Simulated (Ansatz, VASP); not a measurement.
Ta2Si2Ge in VASP and in Ansatz

The input INCAR:

```
SYSTEM = Ta2Si2Ge
PREC = Accurate ; ENCUT = 550
EDIFF = 1E-7 ; ISMEAR = 0
SIGMA = 0.1 ; LREAL = .FALSE.
LASPH = .TRUE. ; NELM = 120
ALGO = Normal ; ISIF = 3
LWAVE = .FALSE. ; LCHARG = .FALSE.
GGA = PE ; IBRION = 2
NSW = 90 ; EDIFFG = -0.04
GGA_COMPAT = .FALSE. ; NELMIN = 4
```

KPOINTS

```
Automatic mesh
0
G
  6 6 2
  0 0 0
```

The input POSCAR:

```
Ta2Si2Ge
1.0
    3.6245693900      0.0000000000      0.0000000000
   -1.8122847000      3.1389691700      0.0000000000
    0.0000000000      0.0000000000      7.5190498900
Ta Si Ge
2 2 1
Direct
    0.3333333300      0.6666666700      0.2375409800
    0.3333333300      0.6666666700      0.7624590200
    0.6666666700      0.3333333300      0.3478088000
    0.6666666700      0.3333333300      0.6521912000
    0.3333333300      0.6666666700      0.0000000000
```

Input for Ansatz:

```yaml
crystal:
  lattice:
    - [3.62456939, 0.0, 0.0]
    - [-1.8122847, 3.13896917, 0.0]
    - [0.0, 0.0, 7.51904989]
  atoms:
    - { symbol: Ta, position: [0.33333333, 0.66666667, 0.23754098] }
    - { symbol: Ta, position: [0.33333333, 0.66666667, 0.76245902] }
    - { symbol: Si, position: [0.66666667, 0.33333333, 0.3478088] }
    - { symbol: Si, position: [0.66666667, 0.33333333, 0.6521912] }
    - { symbol: Ge, position: [0.33333333, 0.66666667, 0.0] }
basis:
  ecutwfc: 420
kpoints:
  mp_grid: { grid: [6, 6, 2] }
hamiltonian:
  xc: pbe
scf:
  occupations: { method: gaussian, width: 0.1 }
  lower_state_search: "off"
output:
  forces: true
  stress: true
  eigenvalues: true
relax:
  adjacent_minimum: "off"
  f_tol: 0.04
  max_steps: 70
  cell: { stress_tol: 0.4 }
```

Alike in both runs: task relaxation of cell and atoms; functional PBE; k mesh 6 × 6 × 2; occupations gaussian, width 0.1 eV; no spin polarisation.

|  | VASP | Ansatz |
| --- | --- | --- |
| version | VASP 6.6.1 | Ansatz 0.2.0 |
| potentials or method | VASP PAW PBE potentials, release 64 (Ta_sv_GW, Si, Ge_d), cutoff 550 eV | scalar-relativistic, plane waves, PAW |
| valence electrons in the cell | 48 | 48 |

|  | VASP | Ansatz | Ansatz less VASP |
| --- | --- | --- | --- |
| gap on the k mesh at the Fermi level, each at its own relaxed structure (eV) | none | none | - |
| relaxed volume (Å³/atom) | 18.72 | 17.73 | -0.991 |
| relaxed length of the cell vector where the two differ most in proportion (Å) | 8.626 | 11.585 | +2.9593 |

A gap of «none» marks a metal or a gap that the smearing closes. One of these differences is far larger than is usual between the two programs; its cause wasn't traced.

The k mesh is coarse, so the values compare programs but aren't converged. Spin-orbit coupling is off throughout.
